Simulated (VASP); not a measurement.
CdTe, 2 atoms in the cell. Symmetry: F-43m, No. 216, cubic system. Conventional cell: a = 6.410 Å, b = 6.410 Å, c = 6.410 Å, α = 90.00°, β = 90.00°, γ = 90.00°. Within 3.7 Å of Te (site symmetry -43m) lie 4 Cd at 2.78 Å. Within 3.7 Å of Cd (site symmetry -43m) lie 4 Te at 2.78 Å. 

```yaml
Program: VASP 6.6.1
Task: single point
Functional: SVWN5
Potentials_or_basis: VASP PAW PBE potentials, release 64 (Te, Cd)
Cutoff: 500 eV
k_mesh: 7 × 7 × 7
Occupations: gaussian, width 0.01 eV
Spin: no spin polarisation
Dipole_correction: no
Further_INCAR_settings: ALGO = Normal; EDIFF = 1e-06; NBANDS = 16
```

Potentials or basis: VASP PAW PBE potentials, release 64 (Te, Cd).

Command:

```sh
$ cat potpaw_PBE.64/Te/POTCAR potpaw_PBE.64/Cd/POTCAR > POTCAR
$ mpirun -np 1 vasp_std > vasp.out
```

Hardware: 1 thread of Intel(R) Xeon(R) Platinum 8375C CPU @ 2.90GHz (Ice Lake), with other jobs on the host.

Problem. Estimate the wall time of this run.

Solution. Wall time 15 s on 1 thread of Intel(R) Xeon(R) Platinum 8375C CPU @ 2.90GHz (Ice Lake), with other jobs on the host, peak memory 0.18 GiB. Counts: scf iterations 13, k points 20.
